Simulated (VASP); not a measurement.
A run of VASP 6.6.1 is set up as follows.

The input INCAR:

```
SYSTEM = MgS
  PREC = Accurate
  ENCUT = 520
  EDIFF = 1E-6
  ISMEAR = -1
  SIGMA = 0.03
  LREAL = .FALSE.
  LASPH = .TRUE.
  NELM = 80
  ALGO = Normal
  ISIF = 2
  LWAVE = .FALSE.
  LCHARG = .FALSE.
  GGA = PS
  NBANDS = 11
```

Contents of KPOINTS:

```
Automatic mesh
0
G
  10 10 10
  0 0 0
```

The input POSCAR:

```
MgS
1.0
   -0.0520330000      2.5756335000      2.5756335000
    2.5756335000     -0.0520330000      2.5756335000
    2.5756335000      2.5756335000     -0.0520330000
Mg S
1 1
Direct
    0.0000000000      0.0000000000      0.0000000000
    0.5000000000      0.5000000000      0.5000000000
```

Potentials or basis: VASP PAW PBE potentials, release 64 (Mg, S).

Run with:

```sh
$ cat potpaw_PBE.64/Mg/POTCAR potpaw_PBE.64/S/POTCAR > POTCAR
$ mpirun -np 1 vasp_std > vasp.out
```

Problem. Predict the pressure.

Solution. -1.1 GPa.

Problem. What does it give for the band gap on the k mesh?

Solution. 2.51 eV, indirect (least direct gap 3.40 eV).

Stress tensor (GPa, compression positive):
```
-1.13  1.04  1.04
 1.04 -1.13  1.04
 1.04  1.04 -1.13
```

Caveat: the cell differs from its parent crystal (equal xy, yz and zx shear strains of -2 %); the PAW data sets were made with another functional, which shifts forces and pressure a little. A k mesh can miss the band edges.
